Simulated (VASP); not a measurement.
# Pb (I4/mmm) in VASP: notebook

The runs below take Pb through single point, with PBEsol.

Everything below comes from runs of VASP 6.6.1. Logs are shortened: lines on timing, memory, paths and dates and some standing lists are left out, and cuts for length are marked.

### Step 1. The cell of the first run

It takes space group I4/mmm (No. 139, tetragonal). Conventional cell: a = 3.353 Å, b = 3.353 Å, c = 5.137 Å, α = 90.00°, β = 90.00°, γ = 90.00°. Pb (site symmetry 4/mmm) has 12 Pb at 3.35 to 3.50 Å within 4.4 Å.

### Step 2. Single point, PBEsol (strain -0.040 along x and y, +0.040 along z)

The input, INCAR:

```
ALGO = Fast
EDIFF = 1E-6
ENCUT = 520
GGA = PS
ISIF = 2
ISMEAR = 0
LASPH = True
LCHARG = True
LELF = True
LREAL = False
LVHAR = True
LWAVE = False
NBANDS = 13
NELM = 80
PREC = Accurate
SIGMA = 0.15
```

The input, KPOINTS:

```
k-points
0
Gamma
  16 16 16
```

The input, POSCAR:

```
Pb
1.0
    0.0000000000      2.3710080000      2.5685920000
    2.3710080000      0.0000000000      2.5685920000
    2.3710080000      2.3710080000      0.0000000000
Pb
1
Direct
    0.0000000000      0.0000000000      0.0000000000
```

Potentials or basis: VASP PAW PBE potentials, release 64 (Pb_d).

On the command line:

```sh
> cat potpaw_PBE.64/Pb_d/POTCAR > POTCAR
> mpirun -np 1 vasp_std > vasp.out
```

OUTCAR:

```text
EDIFF = 1E-6
   ENCUT = 520
   GGA = PS
   ISIF = 2
   ISMEAR = 0
   LASPH = True
   LREAL = False
   NELM = 80
   PREC = Accurate

 ion  position               nearest neighbor table
   1  0.000  0.000  0.000-

  LATTYP: Found a body centered tetragonal cell.
 ALAT       =     3.3531116701
 C/A-ratio  =     1.5320646926

  Lattice vectors:

 A1 = (  -2.3710080000,   0.0000000000,   2.5685920000)
 A2 = (   2.3710080000,   0.0000000000,   2.5685920000)
 A3 = (   0.0000000000,   2.3710080000,  -2.5685920000)

Analysis of symmetry for initial positions (statically):
=====================================================================
 Subroutine PRICEL returns:
 Original cell was already a primitive cell.

 Routine SETGRP: Setting up the symmetry group for a
 body centered tetragonal supercell.

 Subroutine GETGRP returns: Found 16 space group operations
 (whereof 16 operations were pure point group operations)
 out of a pool of 16 trial point group operations.

The static configuration has the point symmetry D_4h.

Analysis of symmetry for dynamics (positions and initial velocities):
=====================================================================
 Subroutine PRICEL returns:
 Original cell was already a primitive cell.

 Routine SETGRP: Setting up the symmetry group for a
 body centered tetragonal supercell.

 Subroutine GETGRP returns: Found 16 space group operations
 (whereof 16 operations were pure point group operations)
 out of a pool of 16 trial point group operations.

The dynamic configuration has the point symmetry D_4h.

 Subroutine INISYM returns: Found 16 space group operations
 (whereof 16 operations are pure point group operations),
 and found     1 'primitive' translations

----------------------------------------------------------------------------------------

                                     Primitive cell

  volume of cell :      28.8796

  direct lattice vectors                    reciprocal lattice vectors
     0.000000000  2.371008000  2.568592000    -0.210880773  0.210880773  0.194659175
     2.371008000  0.000000000  2.568592000     0.210880773 -0.210880773  0.194659175
     2.371008000  2.371008000  0.000000000     0.210880773  0.210880773 -0.194659175

  length of vectors
     3.495617799  3.495617799  3.353111670     0.356137046  0.356137046  0.356137046

  position of ions in fractional coordinates (direct lattice)
     0.000000000  0.000000000  0.000000000

  ion indices of the primitive-cell ions
   primitive index   ion index
                 1           1

----------------------------------------------------------------------------------------

 KPOINTS: k-points

Automatic generation of k-mesh.
 Grid dimensions read from file:
 generate k-points for:   16   16   16

 Generating k-lattice:

  Cartesian coordinates                     Fractional coordinates (reciprocal lattice)
    -0.013180048  0.013180048  0.012166198     0.062500000 -0.000000000  0.000000000
     0.013180048 -0.013180048  0.012166198    -0.000000000  0.062500000  0.000000000
     0.013180048  0.013180048 -0.012166198     0.000000000  0.000000000  0.062500000

  Length of vectors
     0.022258565  0.022258565  0.022258565

  Shift w.r.t. Gamma in fractional coordinates (k-lattice)
     0.000000000  0.000000000  0.000000000

 Subroutine IBZKPT returns following result:
 ===========================================

 Found    349 irreducible k-points:

 Following reciprocal coordinates:
            Coordinates               Weight
  0.000000  0.000000  0.000000      1.000000
  0.062500  0.000000  0.000000      8.000000
  0.125000  0.000000  0.000000      8.000000
  0.187500  0.000000  0.000000      8.000000
  0.250000  0.000000  0.000000      8.000000
  0.312500  0.000000  0.000000      8.000000
[... 16 lines left out ...]
 -0.125000  0.062500  0.000000      8.000000
 -0.062500  0.062500  0.000000      4.000000
 [... further k-points ...]
   k-points           NKPTS =    349   k-points in BZ     NKDIM =    349   number of bands    NBANDS=     13
   number of dos      NEDOS =    301   number of ions     NIONS =      1
   total plane-waves  NPLWV =  21952
   dimension x,y,z NGX =    28 NGY =   28 NGZ =   28
   dimension x,y,z NGXF=    56 NGYF=   56 NGZF=   56
   ions per type =               1
   NGX,Y,Z   is equivalent  to a cutoff of  13.32, 13.32, 13.88 a.u.
   NGXF,Y,Z  is equivalent  to a cutoff of  26.63, 26.63, 27.76 a.u.
 SYSTEM =  unknown system
   PREC   = accura    normal or accurate (medium, high low for compatibility)
   ISTART =      0    job   : 0-new  1-cont  2-samecut
   ICHARG =      2    charge: 1-file 2-atom 10-const
   ISPIN  =      1    spin polarized calculation?
   LNONCOLLINEAR =      F non collinear calculations
   LSORBIT =      F    spin-orbit coupling
   LASPH  =      T    aspherical Exc in radial PAW
   ENCUT  =  520.0 eV  38.22 Ry    6.18 a.u.   6.50  6.50  6.23*2*pi/ulx,y,z
   NELM   =     80;   NELMIN=  2; NELMDL= -5     # of ELM steps
   EDIFF  = 0.1E-05   stopping-criterion for ELM
   LREAL  =      F    real-space projection
   EDIFFG = 0.1E-04   stopping-criterion for IOM
   NSW    =      0    number of steps for IOM
   IBRION =     -1    ionic relax: 0-MD 1-quasi-New 2-CG
   NFREE  =      0    steps in history (QN), initial steepest desc. (CG)
   ISIF   =      2    stress and relaxation
   ISYM   =      2    0-nonsym 1-usesym 2-fastsym
   POTIM  = 0.5000    time-step for ionic-motion
   TEBEG  =    0.0;   TEEND  =   0.0 temperature during run
   PSTRESS=    0.0 pullay stress
   NELECT =      14.0000    total number of electrons
   NUPDOWN=      -1.0000    fix difference up-down
   EMIN   =  10.00;   EMAX   =-10.00  energy-range for DOS
   EFERMI =   0.00;   METHOD = LEGACY
   ISMEAR =     0;   SIGMA  =   0.15  broadening in eV -4-tet -1-fermi 0-gaus
   EFERMI_NEDOS =   21; number of points for ismear=-14 and -15
   IALGO  =     68    algorithm
   IMIX   =      4    mixing-type and parameters
     AMIX     =   0.40;   BMIX     =  1.00
     AMIX_MAG =   1.60;   BMIX_MAG =  1.00
  volume/ion in A,a.u.               =      28.88       194.89
  Fermi-wavevector in a.u.,A,eV,Ry     =   1.286038  2.430259 22.502589  1.653894
  Thomas-Fermi vector in A             =   2.418136
   LORBIT       =      0    0 simple, 1 ext, 2 COOP (PROOUT), +10 PAW based schemes
   GGA     = PS    functional components
   LHFCALC =     F    Hartree Fock is set to
   AEXX    =    0.0000 exact exchange contribution
   IVDW    =     0    specifies the selected vdW correction
   LEPSILON=     F    determine dielectric tensor
   LRPA    =     F    only Hartree local field effects (RPA)
 non-spin polarized calculation
 RMM-DIIS sequential band-by-band and
 Gauss-broadening in eV      SIGMA  =   0.15
  energy-cutoff  :      520.00
  volume of cell :       28.88
 maximum number of plane-waves:       802
 NGX is ok and might be reduce to    28
   NGX = 13   NGY = 13   NGZ = 13

 number of electron      14.0000002 magnetization

 Free energy of the ion-electron system (eV)
  ---------------------------------------------------
  ext. energy  EPLUGINS =         0.00000000
  ---------------------------------------------------
  free energy    TOTEN  =        -3.98955460 eV

  energy without entropy =       -3.98454305  energy(sigma->0) =       -3.98704882

 E-fermi :   7.6879     XC(G=0): -10.5771

 val. band max:        7.6687390572   @ k =  -0.1875   0.1875   0.0625
 cond. band min:       7.6919735531   @ k =  -0.3750   0.4375   0.1250
 fundamental gap:      0.0232344959
 Fermi energy:         7.6878736502

 k-point     1 :       0.0000    0.0000    0.0000
  band No.  band energies     occupation
      1      -9.4535      2.00000
      2      -9.3294      2.00000
      3      -9.3294      2.00000
      4      -9.2633      2.00000
      5      -9.1561      2.00000
      6      -4.4553      2.00000
      7      15.4302      0.00000
      8      15.4302      0.00000
      9      15.5360      0.00000
     10      17.5157      0.00000
     11      19.6311      0.00000
     12      20.5015      0.00000
     13      20.5597      0.00000

 k-point     2 :       0.0625    0.0000    0.0000
  band No.  band energies     occupation
      1      -9.4466      2.00000
      2      -9.3295      2.00000
      3      -9.3235      2.00000
      4      -9.2618      2.00000
      5      -9.1585      2.00000
      6      -4.3760      2.00000
      7      14.4637      0.00000
      8      15.3522      0.00000
      9      15.3695      0.00000
     10      17.3507      0.00000
     11      20.0260      0.00000
     12      20.2398      0.00000
     13      20.7514      0.00000

 k-point     3 :       0.1250    0.0000    0.0000
  band No.  band energies     occupation
      1      -9.4302      2.00000
      2      -9.3321      2.00000
      3      -9.3080      2.00000
      4      -9.2525      2.00000
      5      -9.1638      2.00000
      6      -4.1374      2.00000
      7      12.5367      0.00000
      8      14.9498      0.00000
      9      15.2081      0.00000
     10      17.1503      0.00000
     11      19.6156      0.00000
     12      20.6419      0.00000
     13      21.2027      0.00000

 k-point     4 :       0.1875    0.0000    0.0000
  band No.  band energies     occupation
      1      -9.4143      2.00000
      2      -9.3415      2.00000
      3      -9.2911      2.00000
      4      -9.2259      2.00000
      5      -9.1652      2.00000
      6      -3.7388      2.00000
      7      10.4819      0.00000
      8      14.4243      0.00000
      9      14.9909      0.00000
     10      16.9905      0.00000
     11      18.9780      0.00000
     12      21.2172      0.00000
     13      21.7755      0.00000

 k-point     5 :       0.2500    0.0000    0.0000
  band No.  band energies     occupation
      1      -9.4065      2.00000
      2      -9.3573      2.00000
      3      -9.2845      2.00000
      4      -9.1805      2.00000
      5      -9.1531      2.00000
      6      -3.1833      2.00000
      7       8.4980      0.00000
      8      13.8797      0.00000
      9      14.7609      0.00000
     10      16.8824      0.00000
     11      18.4141      0.00000
     12      20.6756      0.00000
     13      21.2194      0.00000
[... 257 lines left out ...]
 k-point    22 :      -0.1875    0.0625    0.0000
  band No.  band energies     occupation
      1      -9.3910      2.00000
      2      -9.3581      2.00000
      3      -9.2828      2.00000
      4      -9.1906      2.00000
      5      -9.1853      2.00000
      6      -3.4660      2.00000
      7       9.6706      0.00000
      8      12.9706      0.00000
      9      15.5268      0.00000
     10      17.5255      0.00000
     11      19.9074      0.00000
     12      20.4564      0.00000
     13      20.9966      0.00000

 k-point    23 :      -0.1250    0.0625    0.0000
  band No.  band energies     occupation
      1      -9.4016      2.00000
      2      -9.3481      2.00000
      3      -9.2993      2.00000
      4      -9.2291      2.00000
      5      -9.1814      2.00000
      6      -3.9289      2.00000
      7      11.6408      0.00000
      8      13.5955      0.00000
      9      15.6564      0.00000
     10      17.4871      0.00000
     11      20.2701      0.00000
     12      20.6876      0.00000
     13      20.9302      0.00000

 k-point    24 :      -0.0625    0.0625    0.0000
  band No.  band energies     occupation
      1      -9.4237      2.00000
      2      -9.3393      2.00000
      3      -9.3162      2.00000
      4      -9.2506      2.00000
      5      -9.1693      2.00000
      6      -4.2324      2.00000
      7      13.4181      0.00000
      8      14.4272      0.00000
      9      15.5992      0.00000
     10      17.3613      0.00000
     11      20.0978      0.00000
     12      20.6879      0.00000
     13      20.7699      0.00000

 [... further k-points ...]

------------------------ aborting loop because EDIFF is reached ----------------------------------------

  FORCE on cell =-STRESS in cart. coord.  units (eV):
  Direction    XX          YY          ZZ          XY          YZ          ZX
  --------------------------------------------------------------------------------------
  -------------------------------------------------------------------------------------
  Total        0.4683740      0.4683740      0.1838737      0.0000000      0.0000000      0.0000000
  in kB       25.9843731     25.9843731     10.2009130      0.0000000      0.0000000      0.0000000
  external PRESSURE =      20.7232197 kB  Pullay stress =       0.0000000 kB

 VOLUME and BASIS-vectors are now :
 -----------------------------------------------------------------------------
  energy-cutoff  :      520.00
  volume of cell :       28.88
      direct lattice vectors                 reciprocal lattice vectors
     0.000000000  2.371008000  2.568592000    -0.210880773  0.210880773  0.194659175
     2.371008000  0.000000000  2.568592000     0.210880773 -0.210880773  0.194659175
     2.371008000  2.371008000  0.000000000     0.210880773  0.210880773 -0.194659175

 POSITION                                       TOTAL-FORCE (eV/Angst)
 -----------------------------------------------------------------------------------
      0.00000      0.00000      0.00000        -0.000000     -0.000000      0.000000
 -----------------------------------------------------------------------------------
    total drift:                               -0.000000     -0.000000     -0.000000

  FREE ENERGIE OF THE ION-ELECTRON SYSTEM (eV)
  ---------------------------------------------------
  free  energy   TOTEN  =        -3.9895545958 eV

  energy  without entropy=       -3.9845430517  energy(sigma->0) =       -3.98704882
```

Run time: 4.5 min. Hardware: 1 thread of Intel Xeon 8259CL, shared host; peak memory 0.25 GiB.

What came out:

```
Free energy            : -3.9896 eV
Pressure               : 2.1 GPa
Band gap on the k mesh : zero (bands 7 and 8 overlap by 9.79 eV)
```

Caveat: the cell differs from its parent crystal (strain -0.040 along x and y, +0.040 along z); the PAW data sets were made with another functional, which shifts forces and pressure a little; spin-orbit coupling is left out, which moves the levels of the heavy elements.

### Step 3. Single point, PBEsol (strain +0.000 along x and y, -0.040 along z)

The input, INCAR:

```
SYSTEM = Pb
ALGO = Fast
EDIFF = 1E-7
ENCUT = 520
GGA = PS
ISIF = 2
ISMEAR = 0
LASPH = .True.
LCHARG = .False.
LREAL = .False.
LWAVE = .False.
NBANDS = 13
NELM = 80
PREC = Accurate
SIGMA = 0.15
```

The input, KPOINTS:

```
k-points
0
Gamma
  16 16 16
  0 0 0
```

The input, POSCAR:

```
Pb
1.0
    0.0000000000      2.4698000000      2.3710080000
    2.4698000000      0.0000000000      2.3710080000
    2.4698000000      2.4698000000      0.0000000000
Pb
1
Direct
    0.0000000000      0.0000000000      0.0000000000
```

Potentials or basis: VASP PAW PBE potentials, release 64 (Pb_d).

On the command line:

```sh
> cat potpaw_PBE.64/Pb_d/POTCAR > POTCAR
> mpirun -np 1 vasp_std > vasp.out
```

Run time: 4.7 min. Hardware: 1 thread of Intel Xeon 8259CL, shared host; peak memory 0.25 GiB.

Results (log left out):

```
Free energy            : -3.9957 eV
Pressure               : 1.8 GPa
Band gap on the k mesh : zero (bands 7 and 8 overlap by 9.61 eV)
```

Stress tensor (GPa, compression positive):
```
1.53 0.00 0.00
0.00 1.53 0.00
0.00 0.00 2.40
```

Levels at points of the mesh, in eV from the Fermi level:
```csv
k point,band 3,band 4,band 5,band 6,band 7,band 8,band 9,band 10,band 11,band 12
"(0.00, 0.00, 0.00)",-17.02,-16.92,-16.87,-12.13,7.70,7.79,7.79,9.78,11.90,12.81
"(0.50, 0.00, 0.00)",-17.02,-16.75,-16.73,-8.21,-4.49,5.47,6.10,9.31,9.74,11.13
"(0.50, 0.50, 0.00)",-16.75,-16.69,-16.69,-6.36,-3.26,1.72,1.72,5.17,6.47,18.11
"(0.50, 0.00, 0.50)",-16.75,-16.72,-16.68,-6.84,-3.62,2.11,2.37,5.65,6.94,18.48
```

Caveat: the cell differs from its parent crystal (strain +0.000 along x and y, -0.040 along z); the PAW data sets were made with another functional, which shifts forces and pressure a little; spin-orbit coupling is left out, which moves the levels of the heavy elements.

The gap in the log of VASP goes by the Fermi energy; the results here count the filled bands.